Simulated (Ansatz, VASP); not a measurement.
**One calculation of Nb, two programs**

INCAR

```
PREC = Accurate ; ENCUT = 520
EDIFF = 1E-6 ; ISMEAR = -1
SIGMA = 0.05 ; LREAL = False
LASPH = True ; NELM = 60
ALGO = Normal ; ISIF = 2
LWAVE = False ; LCHARG = False
GGA = PE ; NBANDS = 12
```

KPOINTS

```
regular mesh
0
Gamma
  11 11 11
```

POSCAR

```
Nb
1.0
    0.0000000000      2.0864154149      2.0864154149
    2.0864154149      0.0000000000      2.0864154149
    2.0864154149      2.0864154149      0.0000000000
Nb
1
Direct
    0.0000000000      0.0000000000      0.0000000000
```

input.yaml

```yaml
crystal:
  lattice:
    - [0.0, 2.0864154149, 2.0864154149]
    - [2.0864154149, 0.0, 2.0864154149]
    - [2.0864154149, 2.0864154149, 0.0]
  atoms:
    - { symbol: Nb, position: [0.0, 0.0, 0.0] }
kpoints:
  mp_grid: { grid: [11, 11, 11] }
scf:
  occupations: { method: fermi_dirac, width: 0.05 }
hamiltonian:
  xc: pbe
  pseudopotentials: { kind: all_electron, lapw: { basis_error: 0.0005 } }
output:
  forces: true
  stress: true
  eigenvalues: true
```

Change from the starting cell: volume scaled by 0.96.

Alike in both runs: task single point; functional PBE; k mesh 11 × 11 × 11; occupations fermi-dirac, width 0.05 eV; no spin polarisation.

|  | VASP | Ansatz |
| --- | --- | --- |
| version | VASP 6.6.1 | Ansatz 0.2.0 |
| potentials or method | VASP PAW PBE potentials, release 64 (Nb_sv), cutoff 520 eV | all-electron LAPW, scalar-relativistic |

```tsv
	VASP	Ansatz	Ansatz less VASP
gap on the k mesh at the Fermi level (eV)	none	none	-
pressure (GPa)	4.8	5.1	+0.33
```

A gap of «none» marks a metal or a gap that the smearing closes. Ansatz ran all-electron here, and VASP with PAW potentials.
